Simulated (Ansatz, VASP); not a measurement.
**One calculation of ZnS, two programs**

INCAR

```
SYSTEM = ZnS
PREC     = Accurate       ! precision mode
ENCUT    = 520            ! plane-wave cutoff, eV
EDIFF    = 1E-7           ! SCF threshold, eV
ISMEAR   = 0              ! smearing method
SIGMA    = 0.01           ! smearing width, eV
LREAL    = .FALSE.        ! projectors in reciprocal space
LASPH    = .TRUE.         ! aspherical terms in the spheres
NELM     = 150            ! most SCF steps
ALGO     = Normal         ! electronic algorithm
ISIF     = 2              ! what is computed and relaxed
LWAVE    = .FALSE.        ! write WAVECAR
LCHARG   = .TRUE.         ! write CHGCAR
LNONCOLLINEAR= .TRUE.         ! non-collinear magnetism
MAGMOM   = 0 0 0 0 0 0 0 0 0 0 0 0 ! initial moments
LORBIT   = 11             ! projections on sites
LSORBIT  = .TRUE.         ! spin-orbit coupling
GGA_COMPAT= .FALSE.      
LORBMOM  = .TRUE.       
GGA      = PS             ! functional
LVHAR    = .TRUE.       
NBANDS   = 50             ! bands
```

KPOINTS

```
Automatic mesh
0
G
  8 8 4
  0 0 0
```

POSCAR

```
ZnS
1.0
    3.7815781029      0.0000000000      0.0000000000
   -1.8907890514      3.2749427035      0.0000000000
    0.0000000000      0.0000000000      6.2089610191
Zn S
2 2
Direct
    0.3333333333      0.6666666667      0.0054423638
    0.6666666667      0.3333333333      0.5054423638
    0.3333333333      0.6666666667      0.3795576362
    0.6666666667      0.3333333333      0.8795576362
```

Input for Ansatz:

```yaml
crystal:
  lattice:
    - [3.78157810288, 0.0, 0.0]
    - [-1.89078905144, 3.27494270349, 0.0]
    - [0.0, 0.0, 6.20896101911]
  atoms:
    - { symbol: Zn, position: [0.333333333333, 0.666666666667, 0.00544236376] }
    - { symbol: Zn, position: [0.666666666667, 0.333333333333, 0.50544236376] }
    - { symbol: S, position: [0.333333333333, 0.666666666667, 0.37955763624] }
    - { symbol: S, position: [0.666666666667, 0.333333333333, 0.87955763624] }
kpoints:
  mp_grid: { grid: [8, 8, 4] }
scf:
  occupations: { method: fixed }
hamiltonian:
  xc: pbesol
  pseudopotentials: { kind: paw_fr }
magnetization:
  noncollinear: true
  spin_orbit: true
output:
  forces: true
  stress: true
  eigenvalues: true
  eigenstates:
    nscf_kmesh: { grid: [8, 8, 4] }
    de_dk: true
    e_range: [-9, 12.15412799776]
checkpoint:
  write: ck
  write_wavefunctions: false
```

Alike in both runs: task single point; functional PBEsol; k mesh 8 × 8 × 4; non-collinear spin, spin-orbit coupling.

|  | VASP | Ansatz |
| --- | --- | --- |
| version | VASP 6.6.1 | Ansatz 0.2.0 |
| potentials or method | VASP PAW PBE potentials, release 64 (Zn, S) | PAW with Ansatz's default frozen-core files, fully relativistic files with spin-orbit coupling |
| plane-wave cutoff (eV) | 520 | 420 |
| occupations | gaussian, width 0.01 eV | fixed |
| valence electrons in the cell | 36 | 36 |

```tsv
	VASP	Ansatz	Ansatz less VASP
pressure (GPa)	0.2	0.0	-0.21
```

VASP's potentials were made for PBE, not for PBEsol.
